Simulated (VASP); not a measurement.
# Si4O7 (a cell with a defect) in VASP: a series of runs

Runs on Si4O7 (a cell with a defect). Level: PBE. Tasks: single point.

Program: VASP 6.6.1. These are calculated values, not measurements. Logs are shortened: lines on timing, memory, paths and dates and some standing lists are left out, and cuts for length are marked.

### 1 The cell of the first run

The cell holds a defect, 11 atoms: a = 5.080 Å, b = 5.080 Å, c = 7.091 Å, α = 90.00°, β = 90.00°, γ = 90.00°.

### 2 Single point, PBE

File INCAR:

```
SYSTEM = Si4O7
  PREC = Accurate
  ENCUT = 520
  EDIFF = 1E-6
  ISMEAR = 0
  SIGMA = 0.05
  LREAL = .False.
  LASPH = .True.
  NELM = 100
  ALGO = Normal
  ISIF = 2
  LWAVE = .False.
  LCHARG = .False.
  GGA = PE
  NBANDS = 40
```

File KPOINTS:

```
Automatic mesh
0
Gamma
  4 4 4
  0 0 0
```

File POSCAR:

```
Si4O7
1.0
    5.0799801732      0.0000000000      0.0000000000
    0.0000000000      5.0799801732      0.0000000000
    0.0000000000      0.0000000000      7.0914769300
Si O
4 7
Direct
    0.2944292339      0.2944292339      0.0000000000
    0.2055707661      0.7944292339      0.2500000000
    0.7055707661      0.7055707661      0.5000000000
    0.7944292339      0.2055707661      0.7500000000
    0.4053663613      0.7409644515      0.4248320116
    0.7590355485      0.9053663613      0.6748320116
    0.5946336387      0.2590355485      0.9248320116
    0.7409644515      0.4053663613      0.5751679884
    1.1327790445      1.0445170820      0.2232952160
    0.2590355485      0.5946336387      0.0751679884
    0.0946336387      0.2409644515      0.8251679884
```

Potentials or basis: VASP PAW PBE potentials, release 64 (Si, O).

Command:

```
cat potpaw_PBE.64/Si/POTCAR potpaw_PBE.64/O/POTCAR > POTCAR
mpirun -np 1 vasp_std > vasp.out
```

OUTCAR:

```text
SYSTEM = Si4O7
   PREC = Accurate
   ENCUT = 520
   EDIFF = 1E-6
   ISMEAR = 0
   LREAL = .False.
   LASPH = .True.
   NELM = 100
   ISIF = 2
   GGA = PE

 ion  position               nearest neighbor table
   1  0.294  0.294  0.000-  11 1.63  10 1.63   7 1.63   9 2.19   2 3.13   4 3.13   2 3.13   4 3.13

   2  0.206  0.794  0.250-   9 1.34   5 1.63  10 1.63   3 3.13   1 3.13   1 3.13   3 3.13
   3  0.706  0.706  0.500-   6 1.63   5 1.63   8 1.63   4 3.13   2 3.13   4 3.13   2 3.13
   4  0.794  0.206  0.750-   7 1.63   8 1.63   6 1.63  11 1.63   1 3.13   3 3.13   3 3.13   1 3.13

   5  0.405  0.741  0.425-   2 1.63   3 1.63
   6  0.759  0.905  0.675-   3 1.63   4 1.63
   7  0.595  0.259  0.925-   4 1.63   1 1.63
   8  0.741  0.405  0.575-   4 1.63   3 1.63
   9  0.133  0.045  0.223-   2 1.34   1 2.19
  10  0.259  0.595  0.075-   2 1.63   1 1.63
  11  0.095  0.241  0.825-   1 1.63   4 1.63

  LATTYP: Found a simple tetragonal cell.
 ALAT       =     5.0799801732
 C/A-ratio  =     1.3959654739

  Lattice vectors:

 A1 = (   5.0799801732,   0.0000000000,   0.0000000000)
 A2 = (   0.0000000000,   5.0799801732,   0.0000000000)
 A3 = (   0.0000000000,   0.0000000000,   7.0914769300)

Analysis of symmetry for initial positions (statically):
=====================================================================
 Subroutine PRICEL returns:
 Original cell was already a primitive cell.

 Routine SETGRP: Setting up the symmetry group for a
 simple tetragonal supercell.

 Subroutine GETGRP returns: Found  1 space group operations
 (whereof  1 operations were pure point group operations)
 out of a pool of 16 trial point group operations.

The static configuration has the point symmetry C_1 .

Analysis of symmetry for dynamics (positions and initial velocities):
=====================================================================
 Subroutine PRICEL returns:
 Original cell was already a primitive cell.

 Routine SETGRP: Setting up the symmetry group for a
 simple tetragonal supercell.

 Subroutine GETGRP returns: Found  1 space group operations
 (whereof  1 operations were pure point group operations)
 out of a pool of 16 trial point group operations.

The dynamic configuration has the point symmetry C_1 .

 Subroutine INISYM returns: Found  1 space group operations
 (whereof  1 operations are pure point group operations),
 and found     1 'primitive' translations

----------------------------------------------------------------------------------------

                                     Primitive cell

  volume of cell :     183.0041

  direct lattice vectors                    reciprocal lattice vectors
     5.079980173  0.000000000  0.000000000     0.196851162  0.000000000  0.000000000
     0.000000000  5.079980173  0.000000000     0.000000000  0.196851162  0.000000000
     0.000000000  0.000000000  7.091476930     0.000000000  0.000000000  0.141014349

  length of vectors
     5.079980173  5.079980173  7.091476930     0.196851162  0.196851162  0.141014349

  position of ions in fractional coordinates (direct lattice)
     0.294429234  0.294429234  0.000000000
     0.205570766  0.794429234  0.250000000
     0.705570766  0.705570766  0.500000000
     0.794429234  0.205570766  0.750000000
     0.405366361  0.740964451  0.424832012
     0.759035549  0.905366361  0.674832012
     0.594633639  0.259035549  0.924832012
     0.740964451  0.405366361  0.575167988
     0.132779044  0.044517082  0.223295216
     0.259035549  0.594633639  0.075167988
     0.094633639  0.240964451  0.825167988

  ion indices of the primitive-cell ions
   primitive index   ion index
                 1           1
                 2           2
                 3           3
                 4           4
                 5           5
                 6           6
                 7           7
                 8           8
                 9           9
                10          10
                11          11

----------------------------------------------------------------------------------------

 KPOINTS: Automatic mesh

Automatic generation of k-mesh.
 Grid dimensions read from file:
 generate k-points for:    4    4    4

 Generating k-lattice:

  Cartesian coordinates                     Fractional coordinates (reciprocal lattice)
     0.049212790  0.000000000  0.000000000     0.250000000  0.000000000  0.000000000
     0.000000000  0.049212790  0.000000000     0.000000000  0.250000000  0.000000000
     0.000000000  0.000000000  0.035253587     0.000000000  0.000000000  0.250000000

  Length of vectors
     0.049212790  0.049212790  0.035253587

  Shift w.r.t. Gamma in fractional coordinates (k-lattice)
     0.000000000  0.000000000  0.000000000

 Subroutine IBZKPT returns following result:
 ===========================================

 Found     36 irreducible k-points:

 Following reciprocal coordinates:
            Coordinates               Weight
  0.000000  0.000000  0.000000      1.000000
  0.250000  0.000000  0.000000      2.000000
  0.000000  0.250000  0.000000      2.000000
  0.500000  0.000000  0.000000      1.000000
  0.000000  0.500000  0.000000      1.000000
  0.250000  0.250000  0.000000      2.000000
[... 16 lines left out ...]
 -0.250000  0.500000  0.250000      2.000000
  0.500000 -0.250000  0.250000      2.000000
 [... further k-points ...]
   k-points           NKPTS =     36   k-points in BZ     NKDIM =     36   number of bands    NBANDS=     40
   number of dos      NEDOS =    301   number of ions     NIONS =     11
   total plane-waves  NPLWV =  86400
   dimension x,y,z NGX =    40 NGY =   40 NGZ =   54
   dimension x,y,z NGXF=    80 NGYF=   80 NGZF=  108
   ions per type =               4   7
   NGX,Y,Z   is equivalent  to a cutoff of  13.09, 13.09, 12.66 a.u.
   NGXF,Y,Z  is equivalent  to a cutoff of  26.18, 26.18, 25.32 a.u.
 SYSTEM =  Si4O7
   PREC   = accura    normal or accurate (medium, high low for compatibility)
   ISTART =      0    job   : 0-new  1-cont  2-samecut
   ICHARG =      2    charge: 1-file 2-atom 10-const
   ISPIN  =      1    spin polarized calculation?
   LNONCOLLINEAR =      F non collinear calculations
   LSORBIT =      F    spin-orbit coupling
   LASPH  =      T    aspherical Exc in radial PAW
   ENCUT  =  520.0 eV  38.22 Ry    6.18 a.u.   9.45  9.45 13.19*2*pi/ulx,y,z
   NELM   =    100;   NELMIN=  2; NELMDL= -5     # of ELM steps
   EDIFF  = 0.1E-05   stopping-criterion for ELM
   LREAL  =      F    real-space projection
   EDIFFG = 0.1E-04   stopping-criterion for IOM
   NSW    =      0    number of steps for IOM
   IBRION =     -1    ionic relax: 0-MD 1-quasi-New 2-CG
   NFREE  =      0    steps in history (QN), initial steepest desc. (CG)
   ISIF   =      2    stress and relaxation
   ISYM   =      2    0-nonsym 1-usesym 2-fastsym
   POTIM  = 0.5000    time-step for ionic-motion
   TEBEG  =    0.0;   TEEND  =   0.0 temperature during run
   PSTRESS=    0.0 pullay stress
   NELECT =      58.0000    total number of electrons
   NUPDOWN=      -1.0000    fix difference up-down
   EMIN   =  10.00;   EMAX   =-10.00  energy-range for DOS
   EFERMI =   0.00;   METHOD = LEGACY
   ISMEAR =     0;   SIGMA  =   0.05  broadening in eV -4-tet -1-fermi 0-gaus
   EFERMI_NEDOS =   21; number of points for ismear=-14 and -15
   IALGO  =     38    algorithm
   IMIX   =      4    mixing-type and parameters
     AMIX     =   0.40;   BMIX     =  1.00
     AMIX_MAG =   1.60;   BMIX_MAG =  1.00
  volume/ion in A,a.u.               =      16.64       112.27
  Fermi-wavevector in a.u.,A,eV,Ry     =   1.116171  2.109257 16.950639  1.245837
  Thomas-Fermi vector in A             =   2.252782
   LORBIT       =      0    0 simple, 1 ext, 2 COOP (PROOUT), +10 PAW based schemes
   GGA     = PE    functional components
   LHFCALC =     F    Hartree Fock is set to
   AEXX    =    0.0000 exact exchange contribution
   IVDW    =     0    specifies the selected vdW correction
   LEPSILON=     F    determine dielectric tensor
   LRPA    =     F    only Hartree local field effects (RPA)
 non-spin polarized calculation
 Gauss-broadening in eV      SIGMA  =   0.05
  energy-cutoff  :      520.00
  volume of cell :      183.00
 maximum number of plane-waves:      4954
 NGX is ok and might be reduce to    40
   NGX = 19   NGY = 19   NGZ = 27

 number of electron      57.9999987 magnetization

 Free energy of the ion-electron system (eV)
  ---------------------------------------------------
  ext. energy  EPLUGINS =         0.00000000
  ---------------------------------------------------
  free energy    TOTEN  =       -79.39637662 eV

  energy without entropy =      -79.39637662  energy(sigma->0) =      -79.39637662

 E-fermi :   2.7767     XC(G=0):  -7.9391

 val. band max:        2.5619257327   @ k =   0.5000   0.5000   0.5000
 cond. band min:       3.7347012112   @ k =   0.0000   0.0000   0.5000
 fundamental gap:      1.1727754785
 Fermi energy:         2.7767082825

 k-point     1 :       0.0000    0.0000    0.0000
  band No.  band energies     occupation
      1     -19.9847      2.00000
      2     -19.2614      2.00000
      3     -18.7907      2.00000
      4     -18.4209      2.00000
      5     -18.3668      2.00000
      6     -17.7710      2.00000
[... 32 lines left out ...]
     39       9.5156      0.00000
     40      10.2245      0.00000

 k-point     2 :       0.2500    0.0000    0.0000
  band No.  band energies     occupation
      1     -19.8676      2.00000
      2     -19.3032      2.00000
      3     -18.8652      2.00000
      4     -18.4498      2.00000
      5     -18.3722      2.00000
      6     -17.7838      2.00000
[... 935 lines left out ...]
     39       9.6643      0.00000
     40       9.9592      0.00000

 k-point    24 :       0.5000   -0.2500    0.2500
  band No.  band energies     occupation
      1     -19.5894      2.00000
      2     -19.3720      2.00000
      3     -19.0021      2.00000
      4     -18.4780      2.00000
      5     -18.4053      2.00000
      6     -17.8640      2.00000
[... 32 lines left out ...]
     39       9.5058      0.00000
     40       9.6413      0.00000

 [... further k-points ...]
[... 5 lines left out ...]
  --------------------------------------------------------------------------------------
  -------------------------------------------------------------------------------------
  Total       -1.1228407     24.8097691     -2.3324566     -9.1696080     -1.3249926      6.0589187
  in kB       -9.8303282    217.2063794    -20.4203614    -80.2787543    -11.6001424     53.0450642
  external PRESSURE =      62.3185633 kB  Pullay stress =       0.0000000 kB

 VOLUME and BASIS-vectors are now :
 -----------------------------------------------------------------------------
  energy-cutoff  :      520.00
  volume of cell :      183.00
      direct lattice vectors                 reciprocal lattice vectors
     5.079980173  0.000000000  0.000000000     0.196851162  0.000000000  0.000000000
     0.000000000  5.079980173  0.000000000     0.000000000  0.196851162  0.000000000
     0.000000000  0.000000000  7.091476930     0.000000000  0.000000000  0.141014349

 POSITION                                       TOTAL-FORCE (eV/Angst)
 -----------------------------------------------------------------------------------
      1.49569      1.49569      0.00000        -0.999258     -0.378615      0.617428
      1.04430      4.03568      1.77287         2.495156    -18.906676      5.687250
      3.58429      3.58429      3.54574         2.523374      0.177758     -2.220050
      4.03568      1.04430      5.31861        -0.073125     -0.437776     -1.193741
      2.05925      3.76408      3.01269         0.094186     -0.219617     -0.062065
      3.85589      4.59924      4.78556        -0.107257      0.552430      0.999420
      3.02073      1.31590      6.55842        -0.794579     -0.154751      1.067555
      3.76408      2.05925      4.07879        -0.190951     -0.837737      0.924844
      0.67451      0.22615      1.58349        -3.700687     21.000779     -6.172303
      1.31590      3.02073      0.53305         0.256672     -0.711215     -0.363723
      0.48074      1.22409      5.85166         0.496468     -0.084579      0.715386
 -----------------------------------------------------------------------------------
    total drift:                                0.000792     -0.000522     -0.000437

  FREE ENERGIE OF THE ION-ELECTRON SYSTEM (eV)
  ---------------------------------------------------
  free  energy   TOTEN  =       -79.3963766205 eV

  energy  without entropy=      -79.3963766205  energy(sigma->0) =      -79.39637662
```

It took 2 min on 1 thread of Intel Xeon 6975P-C (Granite Rapids), shared host; peak memory 0.38 GiB.

Results:

```
Free energy            : -79.3964 eV
Pressure               : 6.2 GPa
Largest force          : 22.200 eV/Å
Band gap on the k mesh : 1.17 eV
```

Forces on the atoms (eV/Å):
```
Si   -0.999  -0.379   0.617
Si    2.495 -18.907   5.687
Si    2.523   0.178  -2.220
Si   -0.073  -0.438  -1.194
O     0.094  -0.220  -0.062
O    -0.107   0.552   0.999
O    -0.795  -0.155   1.068
O    -0.191  -0.838   0.925
O    -3.701  21.001  -6.172
O     0.257  -0.711  -0.364
O     0.496  -0.085   0.715
```

Stress tensor (GPa, compression positive):
```
-0.98 -8.03  5.30
-8.03 21.72 -1.16
 5.30 -1.16 -2.04
```

Caveat: the cell differs from its parent crystal (atoms taken out, atom 9 moved 0.750 of the way to it and +0.225 Å across, host rigid).

[end of part 1 of 2]
